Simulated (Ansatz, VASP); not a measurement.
**One calculation of TaSi2, two programs**

```
CELL_PARAMETERS angstrom
4.73460 0.00000 0.00000
-2.36730 4.10028 0.00000
0.00000 0.00000 6.51435
ATOMIC_POSITIONS crystal
Ta 0.00000 0.50000 0.33333
Ta 0.50000 0.50000 0.66667
Ta 0.50000 0.00000 0.00000
Si 0.84068 0.68136 0.00000
Si 0.15932 0.84068 0.66667
Si 0.68136 0.84068 0.33333
Si 0.15932 0.31864 0.00000
Si 0.84068 0.15932 0.66667
Si 0.31864 0.15932 0.33333
```

Alike in both runs: functional LDA; k mesh 12 × 12 × 8; occupations gaussian, width 0.1 eV; no spin polarisation.

Ansatz relaxed the structure, and its values are those at the end. VASP's run is a single point on that final structure, the one shown.

|  | VASP | Ansatz |
| --- | --- | --- |
| version | VASP 6.6.1 | Ansatz 0.2.0 |
| potentials or method | VASP PAW LDA potentials, release 64 (Ta_pv, Si), cutoff 520 eV | scalar-relativistic, plane waves, PAW |
| valence electrons in the cell | 57 | 63 |

VASP gave:

| Quantity | Value |
| --- | --- |
| gap on the k mesh at the Fermi level (eV) | none |
| pressure (GPa) | 0.6 |

Q: What did Ansatz give for the same quantities?

A: gap on the k mesh at the Fermi level (eV): none; pressure (GPa): 0.0.

Ansatz warns that its potentials were made for another functional, while VASP's fit it. LDA's correlation is that of Perdew and Zunger in VASP and of Perdew and Wang (1992) in Ansatz. A gap of «none» marks a metal or a gap that the smearing closes. VASP's potentials hold 57 valence electrons a cell and Ansatz's 63, so a difference there can come from the potentials and not from the codes.

Neither program's run includes spin-orbit coupling.
